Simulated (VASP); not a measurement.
# ZnS (F-43m) in VASP: a series of runs

The runs below take ZnS through single point, relaxation of cell and atoms, with PBE.

Program: VASP 6.6.1. These are calculated values, not measurements. Logs are shortened: lines on timing, memory, paths and dates and some standing lists are left out, and cuts for length are marked.

**The experiment to reproduce.**

From “Electronic, vibrational, and thermodynamic properties of ZnS (zincblende and rocksalt structure)”, 2009, arxiv:0911.5022, for a bulk crystal of ZnS at 19 K: band gap 3.85 eV (direct).

The results are compared with them further down.

## 1. The cell of the first run

It takes space group F-43m (No. 216, cubic). Conventional cell: a = 5.443 Å, b = 5.443 Å, c = 5.443 Å, α = 90.00°, β = 90.00°, γ = 90.00°. Within 3.1 Å of Zn (site symmetry -43m) lie 4 S at 2.36 Å. S (site symmetry -43m) has 4 Zn at 2.36 Å within 3.1 Å.

## 2. Single point, PBE

File INCAR:

```
SYSTEM = ZnS
PREC = Accurate ; ENCUT = 520
EDIFF = 1E-7 ; ISMEAR = 0
SIGMA = 0.02 ; LREAL = .FALSE.
LASPH = .TRUE. ; NELM = 100
ALGO = Normal ; ISIF = 2
LWAVE = .FALSE. ; LCHARG = .FALSE.
GGA = PE ; NBANDS = 16
```

File KPOINTS:

```
Automatic mesh
0
G
  10 10 10
  0 0 0
```

File POSCAR:

```
ZnS
1.0
    0.0000000000      2.7215639855      2.7215639855
    2.7215639855      0.0000000000      2.7215639855
    2.7215639855      2.7215639855      0.0000000000
Zn S
1 1
Direct
    0.0000000000      0.0000000000      0.0000000000
    0.7500000000      0.7500000000      0.7500000000
```

Potentials or basis: VASP PAW PBE potentials, release 64 (Zn, S).

Launch:

```
cat potpaw_PBE.64/Zn/POTCAR potpaw_PBE.64/S/POTCAR > POTCAR
mpirun -np 1 vasp_std > vasp.out
```

OUTCAR:

```text
SYSTEM = ZnS
   PREC = Accurate
   ENCUT = 520
   EDIFF = 1E-7
   ISMEAR = 0
   LREAL = .FALSE.
   LASPH = .TRUE.
   NELM = 100
   ISIF = 2
   GGA = PE

 ion  position               nearest neighbor table
   1  0.000  0.000  0.000-   2 2.36   2 2.36   2 2.36   2 2.36
   2  0.750  0.750  0.750-   1 2.36   1 2.36   1 2.36   1 2.36

  LATTYP: Found a face centered cubic cell.
 ALAT       =     5.4431279710

  Lattice vectors:

 A1 = (   0.0000000000,   2.7215639855,   2.7215639855)
 A2 = (   2.7215639855,   0.0000000000,   2.7215639855)
 A3 = (   2.7215639855,   2.7215639855,   0.0000000000)

Analysis of symmetry for initial positions (statically):
=====================================================================
 Subroutine PRICEL returns:
 Original cell was already a primitive cell.

 Routine SETGRP: Setting up the symmetry group for a
 face centered cubic supercell.

 Subroutine GETGRP returns: Found 24 space group operations
 (whereof 24 operations were pure point group operations)
 out of a pool of 48 trial point group operations.

The static configuration has the point symmetry T_d .

Analysis of symmetry for dynamics (positions and initial velocities):
=====================================================================
 Subroutine PRICEL returns:
 Original cell was already a primitive cell.

 Routine SETGRP: Setting up the symmetry group for a
 face centered cubic supercell.

 Subroutine GETGRP returns: Found 24 space group operations
 (whereof 24 operations were pure point group operations)
 out of a pool of 48 trial point group operations.

The dynamic configuration has the point symmetry T_d .

 Subroutine INISYM returns: Found 24 space group operations
 (whereof 24 operations are pure point group operations),
 and found     1 'primitive' translations

----------------------------------------------------------------------------------------

                                     Primitive cell

  volume of cell :      40.3168

  direct lattice vectors                    reciprocal lattice vectors
     0.000000000  2.721563986  2.721563986    -0.183717893  0.183717893  0.183717893
     2.721563986  0.000000000  2.721563986     0.183717893 -0.183717893  0.183717893
     2.721563986  2.721563986  0.000000000     0.183717893  0.183717893 -0.183717893

  length of vectors
     3.848872699  3.848872699  3.848872699     0.318208724  0.318208724  0.318208724

  position of ions in fractional coordinates (direct lattice)
     0.000000000  0.000000000  0.000000000
     0.750000000  0.750000000  0.750000000

  ion indices of the primitive-cell ions
   primitive index   ion index
                 1           1
                 2           2

----------------------------------------------------------------------------------------

 KPOINTS: Automatic mesh

Automatic generation of k-mesh.
 Grid dimensions read from file:
 generate k-points for:   10   10   10

 Generating k-lattice:

  Cartesian coordinates                     Fractional coordinates (reciprocal lattice)
    -0.018371789  0.018371789  0.018371789     0.100000000  0.000000000  0.000000000
     0.018371789 -0.018371789  0.018371789     0.000000000  0.100000000  0.000000000
     0.018371789  0.018371789 -0.018371789     0.000000000  0.000000000  0.100000000

  Length of vectors
     0.031820872  0.031820872  0.031820872

  Shift w.r.t. Gamma in fractional coordinates (k-lattice)
     0.000000000  0.000000000  0.000000000

 Subroutine IBZKPT returns following result:
 ===========================================

 Found     47 irreducible k-points:

 Following reciprocal coordinates:
            Coordinates               Weight
  0.000000  0.000000  0.000000      1.000000
  0.100000  0.000000  0.000000      8.000000
  0.200000  0.000000  0.000000      8.000000
  0.300000  0.000000  0.000000      8.000000
  0.400000  0.000000  0.000000      8.000000
  0.500000  0.000000  0.000000      4.000000
[... 16 lines left out ...]
  0.300000  0.300000  0.000000      6.000000
  0.400000  0.300000  0.000000     24.000000
 [... further k-points ...]
   k-points           NKPTS =     47   k-points in BZ     NKDIM =     47   number of bands    NBANDS=     16
   number of dos      NEDOS =    301   number of ions     NIONS =      2
   total plane-waves  NPLWV =  27000
   dimension x,y,z NGX =    30 NGY =   30 NGZ =   30
   dimension x,y,z NGXF=    60 NGYF=   60 NGZF=   60
   ions per type =               1   1
   NGX,Y,Z   is equivalent  to a cutoff of  12.96, 12.96, 12.96 a.u.
   NGXF,Y,Z  is equivalent  to a cutoff of  25.92, 25.92, 25.92 a.u.
 SYSTEM =  ZnS
   PREC   = accura    normal or accurate (medium, high low for compatibility)
   ISTART =      0    job   : 0-new  1-cont  2-samecut
   ICHARG =      2    charge: 1-file 2-atom 10-const
   ISPIN  =      1    spin polarized calculation?
   LNONCOLLINEAR =      F non collinear calculations
   LSORBIT =      F    spin-orbit coupling
   LASPH  =      T    aspherical Exc in radial PAW
   ENCUT  =  520.0 eV  38.22 Ry    6.18 a.u.   7.16  7.16  7.16*2*pi/ulx,y,z
   NELM   =    100;   NELMIN=  2; NELMDL= -5     # of ELM steps
   EDIFF  = 0.1E-06   stopping-criterion for ELM
   LREAL  =      F    real-space projection
   EDIFFG = 0.1E-05   stopping-criterion for IOM
   NSW    =      0    number of steps for IOM
   IBRION =     -1    ionic relax: 0-MD 1-quasi-New 2-CG
   NFREE  =      0    steps in history (QN), initial steepest desc. (CG)
   ISIF   =      2    stress and relaxation
   ISYM   =      2    0-nonsym 1-usesym 2-fastsym
   POTIM  = 0.5000    time-step for ionic-motion
   TEBEG  =    0.0;   TEEND  =   0.0 temperature during run
   PSTRESS=    0.0 pullay stress
   NELECT =      18.0000    total number of electrons
   NUPDOWN=      -1.0000    fix difference up-down
   EMIN   =  10.00;   EMAX   =-10.00  energy-range for DOS
   EFERMI =   0.00;   METHOD = LEGACY
   ISMEAR =     0;   SIGMA  =   0.02  broadening in eV -4-tet -1-fermi 0-gaus
   EFERMI_NEDOS =   21; number of points for ismear=-14 and -15
   IALGO  =     38    algorithm
   IMIX   =      4    mixing-type and parameters
     AMIX     =   0.40;   BMIX     =  1.00
     AMIX_MAG =   1.60;   BMIX_MAG =  1.00
  volume/ion in A,a.u.               =      20.16       136.04
  Fermi-wavevector in a.u.,A,eV,Ry     =   1.251230  2.364482 21.300959  1.565576
  Thomas-Fermi vector in A             =   2.385187
   LORBIT       =      0    0 simple, 1 ext, 2 COOP (PROOUT), +10 PAW based schemes
   GGA     = PE    functional components
   LHFCALC =     F    Hartree Fock is set to
   AEXX    =    0.0000 exact exchange contribution
   IVDW    =     0    specifies the selected vdW correction
   LEPSILON=     F    determine dielectric tensor
   LRPA    =     F    only Hartree local field effects (RPA)
 non-spin polarized calculation
 Gauss-broadening in eV      SIGMA  =   0.02
  energy-cutoff  :      520.00
  volume of cell :       40.32
 maximum number of plane-waves:      1106
 NGX is ok and might be reduce to    30
   NGX = 15   NGY = 15   NGZ = 15

 number of electron      18.0000008 magnetization

 Free energy of the ion-electron system (eV)
  ---------------------------------------------------
  ext. energy  EPLUGINS =         0.00000000
  ---------------------------------------------------
  free energy    TOTEN  =        -6.85258319 eV

  energy without entropy =       -6.85258319  energy(sigma->0) =       -6.85258319

 E-fermi :   2.0503     XC(G=0):  -9.5285

 val. band max:        1.9072522288   @ k =   0.0000   0.0000   0.0000
 cond. band min:       3.9274708954   @ k =   0.0000   0.0000   0.0000
 fundamental gap:      2.0202186666
 Fermi energy:         2.0502648374

 k-point     1 :       0.0000    0.0000    0.0000
  band No.  band energies     occupation
      1     -11.0845      2.00000
      2      -4.3479      2.00000
      3      -4.3479      2.00000
      4      -4.3479      2.00000
      5      -3.8750      2.00000
      6      -3.8750      2.00000
[... 8 lines left out ...]
     15      13.6446      0.00000
     16      13.6575      0.00000

 k-point     2 :       0.1000    0.0000    0.0000
  band No.  band energies     occupation
      1     -11.0118      2.00000
      2      -4.3468      2.00000
      3      -4.3347      2.00000
      4      -4.3347      2.00000
      5      -3.8761      2.00000
      6      -3.8761      2.00000
[... 8 lines left out ...]
     15      13.2098      0.00000
     16      14.2441      0.00000

 k-point     3 :       0.2000    0.0000    0.0000
  band No.  band energies     occupation
      1     -10.8114      2.00000
      2      -4.3260      2.00000
      3      -4.3022      2.00000
      4      -4.3022      2.00000
      5      -3.8761      2.00000
      6      -3.8761      2.00000
[... 8 lines left out ...]
     15      12.7975      0.00000
     16      14.3632      0.00000

 k-point     4 :       0.3000    0.0000    0.0000
  band No.  band energies     occupation
      1     -10.5401      2.00000
      2      -4.2673      2.00000
      3      -4.2673      2.00000
      4      -4.2352      2.00000
      5      -3.8683      2.00000
      6      -3.8683      2.00000
[... 8 lines left out ...]
     15      13.1537      0.00000
     16      13.8088      0.00000
[... 324 lines left out ...]
 k-point    22 :      -0.2000    0.2000    0.0000
  band No.  band energies     occupation
      1     -10.4482      2.00000
      2      -4.2479      2.00000
      3      -4.2444      2.00000
      4      -4.2208      2.00000
      5      -3.8950      2.00000
      6      -3.8391      2.00000
[... 8 lines left out ...]
     15      14.7016      0.00000
     16      16.3791      0.00000

 k-point    23 :       0.3000    0.3000    0.0000
  band No.  band energies     occupation
      1     -10.3577      2.00000
      2      -4.3840      2.00000
      3      -4.1566      2.00000
      4      -4.1566      2.00000
      5      -3.9021      2.00000
      6      -3.8285      2.00000
[... 8 lines left out ...]
     15      14.7098      0.00000
     16      18.4015      0.00000

 k-point    24 :       0.4000    0.3000    0.0000
  band No.  band energies     occupation
      1     -10.1654      2.00000
      2      -4.3489      2.00000
      3      -4.1140      2.00000
      4      -4.1043      2.00000
      5      -3.8484      2.00000
      6      -3.8212      2.00000
[... 8 lines left out ...]
     15      15.2373      0.00000
     16      17.6118      0.00000

 [... further k-points ...]
[... 5 lines left out ...]
  --------------------------------------------------------------------------------------
  -------------------------------------------------------------------------------------
  Total        0.0434438      0.0434438      0.0434438     -0.0000000     -0.0000000     -0.0000000
  in kB        1.7264435      1.7264435      1.7264435     -0.0000000     -0.0000000     -0.0000000
  external PRESSURE =       1.7264435 kB  Pullay stress =       0.0000000 kB

 VOLUME and BASIS-vectors are now :
 -----------------------------------------------------------------------------
  energy-cutoff  :      520.00
  volume of cell :       40.32
      direct lattice vectors                 reciprocal lattice vectors
     0.000000000  2.721563986  2.721563986    -0.183717893  0.183717893  0.183717893
     2.721563986  0.000000000  2.721563986     0.183717893 -0.183717893  0.183717893
     2.721563986  2.721563986  0.000000000     0.183717893  0.183717893 -0.183717893

 POSITION                                       TOTAL-FORCE (eV/Angst)
 -----------------------------------------------------------------------------------
      0.00000      0.00000      0.00000        -0.000000     -0.000000     -0.000000
      4.08235      4.08235      4.08235         0.000000      0.000000      0.000000
 -----------------------------------------------------------------------------------
    total drift:                                0.000000      0.000000      0.000000

  FREE ENERGIE OF THE ION-ELECTRON SYSTEM (eV)
  ---------------------------------------------------
  free  energy   TOTEN  =        -6.8525831909 eV

  energy  without entropy=       -6.8525831909  energy(sigma->0) =       -6.85258319
```

Wall time 27 s (1 thread of Intel Xeon Platinum 8488C (Sapphire Rapids), shared host); peak memory 0.18 GiB.

Results:

```yaml
Free_energy: -6.8526 eV
Pressure: 0.2 GPa
Band_gap_on_the_k_mesh: 2.02 eV, direct
```

## 3. Single point, PBE

File INCAR:

```
SYSTEM = ZnS
ALGO     = Normal         ! electronic algorithm
EDIFF    = 1E-7           ! SCF threshold, eV
ENCUT    = 520            ! plane-wave cutoff, eV
GGA      = PE             ! functional
ISIF     = 2              ! what is computed and relaxed
ISMEAR   = 0              ! smearing method
LASPH    = .TRUE.         ! aspherical terms in the spheres
LCHARG   = .TRUE.         ! write CHGCAR
LELF     = .TRUE.         ! ELF
LREAL    = .FALSE.        ! projectors in reciprocal space
LVHAR    = .TRUE.       
LWAVE    = .FALSE.        ! write WAVECAR
NBANDS   = 16             ! bands
NELM     = 100            ! most SCF steps
PREC     = Accurate       ! precision mode
SIGMA    = 0.01           ! smearing width, eV
```

File KPOINTS:

```
k-points
0
G
  10 10 10
  0 0 0
```

File POSCAR:

```
ZnS
1.0
    0.0000000000      2.7216977295      2.7216977295
    2.7216977295      0.0000000000      2.7216977295
    2.7216977295      2.7216977295      0.0000000000
Zn S
1 1
Direct
    0.0000000000      0.0000000000      0.0000000000
    0.7500000000      0.7500000000      0.7500000000
```

Potentials or basis: VASP PAW PBE potentials, release 64 (Zn, S).

Launch:

```
cat potpaw_PBE.64/Zn/POTCAR potpaw_PBE.64/S/POTCAR > POTCAR
mpirun -np 1 vasp_std > vasp.out
```

Wall time 28 s (1 thread of Intel Xeon Platinum 8488C (Sapphire Rapids), shared host); peak memory 0.18 GiB.

The run converged. Its results:

| Property | Result |
| --- | --- |
| Free energy | -6.8526 eV |
| Pressure | 0.2 GPa |
| Band gap on the k mesh | 2.02 eV, direct |

Levels at points of the mesh, in eV from the valence-band top:
| k point | band 5 | band 6 | band 7 | band 8 | band 9 | band 10 | band 11 | band 12 | band 13 | band 14 |
| --- | --- | --- | --- | --- | --- | --- | --- | --- | --- | --- |
| (0.00, 0.00, 0.00) | -5.78 | -5.78 | 0.00 | 0.00 | 0.00 | 2.02 | 6.41 | 6.41 | 6.41 | 11.74 |
| (0.50, 0.00, 0.00) | -5.75 | -5.59 | -5.15 | -0.83 | -0.83 | 3.27 | 6.94 | 6.94 | 8.79 | 12.07 |
| (0.50, 0.50, 0.00) | -5.71 | -5.57 | -4.47 | -2.14 | -2.14 | 3.46 | 4.07 | 10.83 | 11.82 | 11.82 |

## 4. Relaxation of cell and atoms, PBE

This run uses another cell than the first one, of 19.78 Å³/atom, 0.981 times its volume.

File INCAR:

```
ALGO     = Normal         # electronic algorithm
EDIFF    = 1E-6           # SCF threshold, eV
EDIFFG   = -0.005         # ionic threshold
ENCUT    = 600            # plane-wave cutoff, eV
GGA      = PE             # functional
IBRION   = 2              # ionic algorithm
ISIF     = 3              # what is computed and relaxed
ISMEAR   = 0              # smearing method
LASPH    = True           # aspherical terms in the spheres
LCHARG   = False          # write CHGCAR
LREAL    = False          # projectors in reciprocal space
LWAVE    = False          # write WAVECAR
NELM     = 60             # most SCF steps
NSW      = 100            # ionic steps
PREC     = Accurate       # precision mode
SIGMA    = 0.02           # smearing width, eV
```

File KPOINTS:

```
k-points
0
Gamma
  10 10 10
```

File POSCAR:

```
ZnS
1.0
    0.0000000000      2.7046500000      2.7046500000
    2.7046500000      0.0000000000      2.7046500000
    2.7046500000      2.7046500000      0.0000000000
Zn S
1 1
Direct
    0.0000000000      0.0000000000      0.0000000000
    0.7500000000      0.7500000000      0.7500000000
```

Launch:

```
cat potpaw_PBE.64/Zn/POTCAR potpaw_PBE.64/S/POTCAR > POTCAR
mpirun -np 1 vasp_std > vasp.out
```

Wall time 52 s (1 thread of Intel Xeon Platinum 8488C (Sapphire Rapids), shared host); peak memory 0.19 GiB.

It converged, with:

```yaml
Free_energy: -6.8525 eV
Relaxed_volume: 20.19 Å³/atom
Relaxed_cell: a = 3.851 Å, b = 3.851 Å, c = 3.851 Å, α = 60.00°, β = 60.00°, γ = 60.00°
Space_group_after_relaxing_to_0.05_Å: F-43m (No. 216)
Energy_gained_by_relaxing: 2.0 meV/atom
Ionic_steps: 5
Pressure_after_relaxing: 0.0 GPa
Band_gap_on_the_k_mesh: 2.01 eV, direct
```

The path:
```tsv
step	energy change (eV)	largest force (eV/Å)	pressure (GPa)	volume (Å³)
1	0.0000	0.0000	1.53	39.57
2	-0.0036	0.0000	-0.42	40.66
3	-0.0039	0.0000	-0.05	40.41
4	-0.0039	0.0000	0.06	40.38
5	-0.0039	0.0000	0.03	40.38
```

Final structure:
```
Zn S
1.0
     0.00000    2.72309    2.72309
     2.72309    0.00000    2.72309
     2.72309    2.72309    0.00000
Zn S
1 1
Cartesian
  5.4462 5.4462 5.4462
  4.0846 4.0846 4.0846
```

Levels at points of the mesh, in eV from the valence-band top:
```csv
k point,band 6,band 7,band 8,band 9,band 10,band 11,band 12,band 13
"(0.00, 0.00, 0.00)",-5.78,0.00,0.00,0.00,2.01,6.41,6.41,6.41
"(0.50, 0.00, 0.00)",-5.58,-5.14,-0.83,-0.83,3.26,6.94,6.94,8.79
"(0.50, 0.50, 0.00)",-5.57,-4.47,-2.14,-2.14,3.46,4.07,10.82,11.81
```

## 5. Summary

| task | cell | cutoff (eV) | smearing | gap on the mesh (eV) | pressure (GPa) |
| --- | --- | --- | --- | --- | --- |
| single point | a = 3.849 Å, angles 60.0°, 2 atoms | 520 | gaussian 0.02 eV | 2.02 | 0.2 |
| single point | a = 3.849 Å, angles 60.0°, 2 atoms | 520 | gaussian 0.01 eV | 2.02 | 0.2 |
| relaxation of cell and atoms | relaxed from a = 3.825 Å, angles 60.0°, 2 atoms | 600 | gaussian 0.02 eV | 2.01 | 0.0 |

Alike in all rows: level PBE; potentials or basis VASP PAW PBE potentials, release 64 (Zn, S); no spin polarisation; k mesh 10 × 10 × 10.

Total energies depend on the potentials used, so only differences within one code and one set of settings carry meaning.

## 6. Comparison with measurements

Step 2. Against the measured gap of ZnS, 3.85 eV (direct; 19 K; quoted in “Electronic, vibrational, and thermodynamic properties of ZnS (zincblende and rocksalt structure)”, 2009, arxiv:0911.5022), the calculated 2.02 eV is off by -1.83 eV. The value is that of PBE, without temperature or zero-point motion. Semilocal functionals fall short of measured gaps as a rule.
